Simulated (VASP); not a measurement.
# Sn (I4_1/amd) in VASP: further runs, part 3 of 3

VASP 6.6.1.

## (6) Single point, LDA (strain +0.0100 x Voigt [0, 1, 0, 0, 0, 0])

File INCAR:

```
ALGO = Fast ; EDIFF = 1E-7
ENCUT = 520 ; GGA = CA
ISIF = 2 ; ISMEAR = 0
LASPH = True ; LCHARG = False
LREAL = False ; LWAVE = False
NBANDS = 21 ; NELM = 100
PREC = Accurate ; SIGMA = 0.15
```

File KPOINTS:

```
k-points
0
Gamma
  12 12 12
```

File POSCAR:

```
Sn
1.0
    0.0000000000      3.2780560000      3.2456000000
    3.2456000000      0.0000000000      3.2456000000
    3.2456000000      3.2780560000      0.0000000000
Sn
2
Direct
    0.5000000000      0.5000000000      0.5000000000
    0.7500000000      0.7500000000      0.7500000000
```

Potentials or basis: VASP PAW LDA potentials, release 64 (Sn_d).

Launch:

```bash
> cat potpaw_LDA.64/Sn_d/POTCAR > POTCAR
> mpirun -np 1 vasp_std > vasp.out
```

OUTCAR:

```text
EDIFF = 1E-7
   ENCUT = 520
   GGA = CA
   ISIF = 2
   ISMEAR = 0
   LASPH = True
   LREAL = False
   NELM = 100
   PREC = Accurate

 ion  position               nearest neighbor table
   1  0.500  0.500  0.500-   2 2.82   2 2.82   2 2.82   2 2.82
   2  0.750  0.750  0.750-   1 2.82   1 2.82   1 2.82   1 2.82

  LATTYP: Found a body centered tetragonal cell.
 ALAT       =     4.5899715380
 C/A-ratio  =     1.4283556980

  Lattice vectors:

 A1 = (   0.0000000000,  -3.2780560000,   3.2456000000)
 A2 = (   0.0000000000,  -3.2780560000,  -3.2456000000)
 A3 = (   3.2456000000,   3.2780560000,   0.0000000000)

Analysis of symmetry for initial positions (statically):
=====================================================================
 Subroutine PRICEL returns:
 Original cell was already a primitive cell.

 Routine SETGRP: Setting up the symmetry group for a
 body centered tetragonal supercell.

 Subroutine GETGRP returns: Found 16 space group operations
 (whereof  8 operations were pure point group operations)
 out of a pool of 16 trial point group operations.

The static configuration has the point symmetry D_2d.
 The point group associated with its full space group is D_4h.

Analysis of symmetry for dynamics (positions and initial velocities):
=====================================================================
 Subroutine PRICEL returns:
 Original cell was already a primitive cell.

 Routine SETGRP: Setting up the symmetry group for a
 body centered tetragonal supercell.

 Subroutine GETGRP returns: Found 16 space group operations
 (whereof  8 operations were pure point group operations)
 out of a pool of 16 trial point group operations.

The dynamic configuration has the point symmetry D_2d.
 The point group associated with its full space group is D_4h.

 Subroutine INISYM returns: Found 16 space group operations
 (whereof  8 operations are pure point group operations),
 and found     1 'primitive' translations

----------------------------------------------------------------------------------------

                                     Primitive cell

  volume of cell :      69.0616

  direct lattice vectors                    reciprocal lattice vectors
     0.000000000  3.278056000  3.245600000    -0.154054720  0.152529426  0.154054720
     3.245600000  0.000000000  3.245600000     0.154054720 -0.152529426  0.154054720
     3.245600000  3.278056000  0.000000000     0.154054720  0.152529426 -0.154054720

  length of vectors
     4.612978485  4.589971538  4.612978485     0.265952890  0.265952890  0.265952890

  position of ions in fractional coordinates (direct lattice)
     0.500000000  0.500000000  0.500000000
     0.750000000  0.750000000  0.750000000

  ion indices of the primitive-cell ions
   primitive index   ion index
                 1           1
                 2           2

----------------------------------------------------------------------------------------

 KPOINTS: k-points

Automatic generation of k-mesh.
 Grid dimensions read from file:
 generate k-points for:   12   12   12

 Generating k-lattice:

  Cartesian coordinates                     Fractional coordinates (reciprocal lattice)
    -0.012837893  0.012710785  0.012837893     0.083333333  0.000000000  0.000000000
     0.012837893 -0.012710785  0.012837893    -0.000000000  0.083333333 -0.000000000
     0.012837893  0.012710785 -0.012837893     0.000000000  0.000000000  0.083333333

  Length of vectors
     0.022162741  0.022162741  0.022162741

  Shift w.r.t. Gamma in fractional coordinates (k-lattice)
     0.000000000  0.000000000  0.000000000

 Subroutine IBZKPT returns following result:
 ===========================================

 Found    163 irreducible k-points:

 Following reciprocal coordinates:
            Coordinates               Weight
  0.000000  0.000000  0.000000      1.000000
  0.083333  0.000000 -0.000000      8.000000
  0.166667  0.000000 -0.000000      8.000000
  0.250000  0.000000  0.000000      8.000000
  0.333333  0.000000 -0.000000      8.000000
  0.416667  0.000000 -0.000000      8.000000
[... 16 lines left out ...]
  0.500000  0.166667 -0.000000     16.000000
 -0.416667  0.166667  0.000000     16.000000
 [... further k-points ...]
   k-points           NKPTS =    163   k-points in BZ     NKDIM =    163   number of bands    NBANDS=     21
   number of dos      NEDOS =    301   number of ions     NIONS =      2
   total plane-waves  NPLWV =  46656
   dimension x,y,z NGX =    36 NGY =   36 NGZ =   36
   dimension x,y,z NGXF=    72 NGYF=   72 NGZF=   72
   ions per type =               2
   NGX,Y,Z   is equivalent  to a cutoff of  12.97, 13.04, 12.97 a.u.
   NGXF,Y,Z  is equivalent  to a cutoff of  25.95, 26.08, 25.95 a.u.
 SYSTEM =  unknown system
   PREC   = accura    normal or accurate (medium, high low for compatibility)
   ISTART =      0    job   : 0-new  1-cont  2-samecut
   ICHARG =      2    charge: 1-file 2-atom 10-const
   ISPIN  =      1    spin polarized calculation?
   LNONCOLLINEAR =      F non collinear calculations
   LSORBIT =      F    spin-orbit coupling
   LASPH  =      T    aspherical Exc in radial PAW
   ENCUT  =  520.0 eV  38.22 Ry    6.18 a.u.   8.58  8.53  8.58*2*pi/ulx,y,z
   NELM   =    100;   NELMIN=  2; NELMDL= -5     # of ELM steps
   EDIFF  = 0.1E-06   stopping-criterion for ELM
   LREAL  =      F    real-space projection
   EDIFFG = 0.1E-05   stopping-criterion for IOM
   NSW    =      0    number of steps for IOM
   IBRION =     -1    ionic relax: 0-MD 1-quasi-New 2-CG
   NFREE  =      0    steps in history (QN), initial steepest desc. (CG)
   ISIF   =      2    stress and relaxation
   ISYM   =      2    0-nonsym 1-usesym 2-fastsym
   POTIM  = 0.5000    time-step for ionic-motion
   TEBEG  =    0.0;   TEEND  =   0.0 temperature during run
   PSTRESS=    0.0 pullay stress
   NELECT =      28.0000    total number of electrons
   NUPDOWN=      -1.0000    fix difference up-down
   EMIN   =  10.00;   EMAX   =-10.00  energy-range for DOS
   EFERMI =   0.00;   METHOD = LEGACY
   ISMEAR =     0;   SIGMA  =   0.15  broadening in eV -4-tet -1-fermi 0-gaus
   EFERMI_NEDOS =   21; number of points for ismear=-14 and -15
   IALGO  =     68    algorithm
   IMIX   =      4    mixing-type and parameters
     AMIX     =   0.40;   BMIX     =  1.00
     AMIX_MAG =   1.60;   BMIX_MAG =  1.00
  volume/ion in A,a.u.               =      34.53       233.03
  Fermi-wavevector in a.u.,A,eV,Ry     =   1.211664  2.289712 19.975103  1.468129
  Thomas-Fermi vector in A             =   2.347172
   LORBIT       =      0    0 simple, 1 ext, 2 COOP (PROOUT), +10 PAW based schemes
   GGA     = CA    functional components
   LHFCALC =     F    Hartree Fock is set to
   AEXX    =    0.0000 exact exchange contribution
   IVDW    =     0    specifies the selected vdW correction
   LEPSILON=     F    determine dielectric tensor
   LRPA    =     F    only Hartree local field effects (RPA)
 non-spin polarized calculation
 RMM-DIIS sequential band-by-band and
 Gauss-broadening in eV      SIGMA  =   0.15
  energy-cutoff  :      520.00
  volume of cell :       69.06
 maximum number of plane-waves:      1885
 NGX is ok and might be reduce to    36
   NGX = 17   NGY = 17   NGZ = 17

 number of electron      27.9999994 magnetization

 Free energy of the ion-electron system (eV)
  ---------------------------------------------------
  ext. energy  EPLUGINS =         0.00000000
  ---------------------------------------------------
  free energy    TOTEN  =        -8.94025752 eV

  energy without entropy =       -8.93807080  energy(sigma->0) =       -8.93916416

 E-fermi :   5.2381     XC(G=0):  -9.1486

 val. band max:        5.2223307380   @ k =   0.0833   0.0000  -0.0000
 cond. band min:       5.2949298240   @ k =   0.0000   0.0000   0.0000
 fundamental gap:      0.0725990860
 Fermi energy:         5.2380799532

 k-point     1 :       0.0000    0.0000    0.0000
  band No.  band energies     occupation
      1     -16.3411      2.00000
      2     -16.3411      2.00000
      3     -16.3372      2.00000
      4     -16.2804      2.00000
      5     -16.2789      2.00000
      6     -15.9802      2.00000
[... 13 lines left out ...]
     20      13.1838      0.00000
     21      13.3550      0.00000
[... 529 lines left out ...]
 k-point    24 :      -0.4167    0.1667    0.0000
  band No.  band energies     occupation
      1     -16.3989      2.00000
      2     -16.3821      2.00000
      3     -16.2801      2.00000
      4     -16.2044      2.00000
      5     -16.1938      2.00000
      6     -16.0656      2.00000
[... 13 lines left out ...]
     20      13.0821      0.00000
     21      13.2283      0.00000

 [... further k-points ...]

------------------------ aborting loop because EDIFF is reached ----------------------------------------

  FORCE on cell =-STRESS in cart. coord.  units (eV):
  Direction    XX          YY          ZZ          XY          YZ          ZX
  --------------------------------------------------------------------------------------
  -------------------------------------------------------------------------------------
  Total       -0.2878443     -0.4250295     -0.2878443      0.0000000      0.0000000      0.0000000
  in kB       -6.6777751     -9.8603711     -6.6777751      0.0000000      0.0000000      0.0000000
  external PRESSURE =      -7.7386404 kB  Pullay stress =       0.0000000 kB

 VOLUME and BASIS-vectors are now :
 -----------------------------------------------------------------------------
  energy-cutoff  :      520.00
  volume of cell :       69.06
      direct lattice vectors                 reciprocal lattice vectors
     0.000000000  3.278056000  3.245600000    -0.154054720  0.152529426  0.154054720
     3.245600000  0.000000000  3.245600000     0.154054720 -0.152529426  0.154054720
     3.245600000  3.278056000  0.000000000     0.154054720  0.152529426 -0.154054720

 POSITION                                       TOTAL-FORCE (eV/Angst)
 -----------------------------------------------------------------------------------
      3.24560      3.27806      3.24560         0.000000     -0.000000     -0.000000
      4.86840      4.91708      4.86840        -0.000000      0.000000      0.000000
 -----------------------------------------------------------------------------------
    total drift:                                0.000000      0.000000      0.000000

  FREE ENERGIE OF THE ION-ELECTRON SYSTEM (eV)
  ---------------------------------------------------
  free  energy   TOTEN  =        -8.9402575195 eV

  energy  without entropy=       -8.9380707972  energy(sigma->0) =       -8.93916416
```

OSZICAR:

```text
N       E                     dE             d eps       ncg     rms          rms(c)
DAV:   1     0.230812519554E+03    0.23081E+03   -0.14901E+04  6901   0.194E+03
DAV:   2     0.166529233020E+02   -0.21416E+03   -0.20972E+03  6866   0.448E+02
DAV:   3    -0.821397526080E+01   -0.24867E+02   -0.24733E+02  8066   0.142E+02
DAV:   4    -0.903447924874E+01   -0.82050E+00   -0.82016E+00  7806   0.292E+01
DAV:   5    -0.906281980666E+01   -0.28341E-01   -0.28340E-01  9895   0.530E+00    0.324E+00
RMM:   6    -0.897997839290E+01    0.82841E-01   -0.30968E-02  8407   0.193E+00    0.188E+00
RMM:   7    -0.893910734741E+01    0.40871E-01   -0.64336E-02  8710   0.223E+00    0.147E-01
RMM:   8    -0.893993088039E+01   -0.82353E-03   -0.85621E-03  9286   0.905E-01    0.551E-02
RMM:   9    -0.894022588634E+01   -0.29501E-03   -0.28022E-03 10431   0.478E-01    0.553E-02
RMM:  10    -0.894023434271E+01   -0.84564E-05   -0.39064E-04  9188   0.231E-01    0.131E-02
RMM:  11    -0.894025655596E+01   -0.22213E-04   -0.25155E-04 11597   0.126E-01    0.144E-02
RMM:  12    -0.894025725630E+01   -0.70035E-06   -0.15512E-05 11035   0.332E-02    0.342E-03
RMM:  13    -0.894025752318E+01   -0.26688E-06   -0.27518E-06 10428   0.116E-02    0.265E-03
RMM:  14    -0.894025751947E+01    0.37135E-08   -0.27907E-07  5554   0.497E-03
   1 F= -.89402575E+01 E0= -.89391642E+01  d E =-.218672E-02
```

It took 4.2 min on 1 thread of Intel Xeon Platinum 8259CL at 2.50GHz (Skylake/Cascade Lake), shared host; peak memory 0.3 GiB.

What came out:

```yaml
Free_energy: -8.9403 eV
Pressure: -0.8 GPa
Band_gap_on_the_k_mesh: zero (bands 14 and 15 overlap by 0.23 eV)
```

Stress tensor (GPa, compression positive):
```
-0.67  0.00  0.00
 0.00 -0.99  0.00
 0.00  0.00 -0.67
```

Levels at points of the mesh, in eV from the Fermi level:
```
           k point  band 12  band 13  band 14  band 15  band 16  band 17
(0.00, 0.00, 0.00)    -0.86     0.06     0.12     0.12     2.15     2.15
(0.50, 0.00, 0.00)    -6.28    -1.12    -1.05    -0.11     3.21     3.25
(0.50, 0.50, 0.00)    -7.50    -2.43    -2.43     0.77     0.77     7.60
(0.50, 0.00, 0.50)    -7.53    -2.38    -2.38     0.83     0.83     7.59
```

Caveat: the cell differs from its parent crystal (strain +0.0100 x Voigt [0, 1, 0, 0, 0, 0]); spin-orbit coupling is left out, which moves the levels of the heavy elements.

## (7) Overview

| cell | further INCAR settings | gap on the mesh (eV) | pressure (GPa) |
| --- | --- | --- | --- |
| a = 4.544, b = 4.590 Å, angles 59.7, 60.7, 59.7°, 2 atoms | ALGO = Fast; EDIFF = 1e-07; NBANDS = 21 | none | 0.6 |
| a = 4.556, b = 4.590 Å, angles 59.8, 60.5, 59.8°, 2 atoms | ALGO = Fast; EDIFF = 1e-06; NBANDS = 21 | none | 0.3 |
| a = 4.567, b = 4.590 Å, angles 59.8, 60.3, 59.8°, 2 atoms | ALGO = Fast; EDIFF = 1e-07; NBANDS = 21 | none | 0.1 |
| a = 4.601, b = 4.590 Å, angles 60.1, 59.8, 60.1°, 2 atoms | ALGO = Fast; EDIFF = 1e-07; NBANDS = 21 | none | -0.6 |
| a = 4.613, b = 4.590 Å, angles 60.2, 59.7, 60.2°, 2 atoms | ALGO = Fast; EDIFF = 1e-07; NBANDS = 21 | none | -0.8 |

Alike in all rows: task single point; level LDA; potentials or basis VASP PAW LDA potentials, release 64 (Sn_d); no spin polarisation; k mesh 12 × 12 × 12; cutoff (eV) 520; smearing gaussian 0.15 eV.

Caveats: spin-orbit coupling is left out, which moves the levels of the heavy elements.

Absolute energies hang on the potentials; compare differences alone.
